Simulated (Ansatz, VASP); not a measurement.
Ni: VASP beside Ansatz

The input INCAR:

```
  ALGO = Normal
  EDIFF = 1E-6
  ENCUT = 600
  GGA = PE
  GGA_COMPAT = False
  ISIF = 2
  ISMEAR = -1
  LASPH = True
  LCHARG = False
  LREAL = False
  LWAVE = False
  NBANDS = 11
  NELM = 120
  PREC = Accurate
  SIGMA = 0.05
```

Contents of KPOINTS:

```
k-points
0
Gamma
  21 21 21
```

The input POSCAR:

```
Ni
1.0
    0.0000000000      1.5442432965      1.5442432965
    1.5442432965      0.0000000000      1.5442432965
    1.5442432965      1.5442432965      0.0000000000
Ni
1
Direct
    0.0000000000      0.0000000000      0.0000000000
```

Input for Ansatz:

```yaml
crystal:
  lattice:
    - [0.0, 1.5442432965, 1.5442432965]
    - [1.5442432965, 0.0, 1.5442432965]
    - [1.5442432965, 1.5442432965, 0.0]
  atoms:
    - { symbol: Ni, position: [0.0, 0.0, 0.0] }
kpoints:
  mp_grid: { grid: [21, 21, 21] }
scf:
  occupations: { method: fermi_dirac, width: 0.05 }
hamiltonian:
  xc: pbe
  pseudopotentials: { kind: nc }
output:
  forces: true
  stress: true
  eigenvalues: true
```

Change from the starting cell: volume scaled by 0.68, norm-conserving files.

Alike in both runs: task single point; functional PBE; k mesh 21 × 21 × 21; occupations fermi-dirac, width 0.05 eV; no spin polarisation.

|  | VASP | Ansatz |
| --- | --- | --- |
| version | VASP 6.6.1 | Ansatz 0.2.0 |
| potentials or method | VASP PAW PBE potentials, release 64 (Ni) | norm-conserving pseudopotentials, scalar-relativistic |
| plane-wave cutoff (eV) | 600 | 1400 |
| valence electrons in the cell | 10 | 18 |

VASP gave:

| Item | Value |
| --- | --- |
| pressure (GPa) | 196.0 |

What did Ansatz give for the same quantities?

Pressure (GPa): 197.9.

Both programs put the cell under a high pressure, so it lies far from rest at this level. With one functional, cell and mesh, what is left measures potentials, basis and numerics. VASP's potentials hold 10 valence electrons a cell and Ansatz's 18, so a difference there can come from the potentials and not from the codes.

Noted on VASP's run: the cell as given lies far from equilibrium.
